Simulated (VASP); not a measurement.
Runs of VASP 6.6.1 on SrVO3. The structure is that of space group Pm-3m (No. 221), or close to it. The cells are those of the table. 

```tsv
cell	k mesh	gap on the mesh (eV)	pressure (GPa)	moment (μB)
a = 3.903 Å, 5 atoms	6 × 6 × 6	none	(a)	1.00
a = 3.841 Å, 5 atoms	4 × 4 × 4	none	8.4	1.00
a = 3.893 Å, 5 atoms	6 × 6 × 6	none	0.7	1.00
a = 3.898 Å, 5 atoms	6 × 6 × 6	none	0.1	1.00
```

Alike in all rows: task single point; level PBE+U; potentials or basis VASP PAW PBE potentials, release 64 (Sr_sv, V_sv, O); spin collinear, ferromagnetic start; V d U = 3.25 eV; cutoff (eV) 520; smearing gaussian 0.05 eV.

Task: Fill in the values left out.

Result: (a) -0.6.

Caveats: some runs use coarse meshes.

A k mesh can miss the band edges, and the runs leave out spin-orbit coupling on Sr.

A gap of «none» marks levels without a gap at the run's occupations.
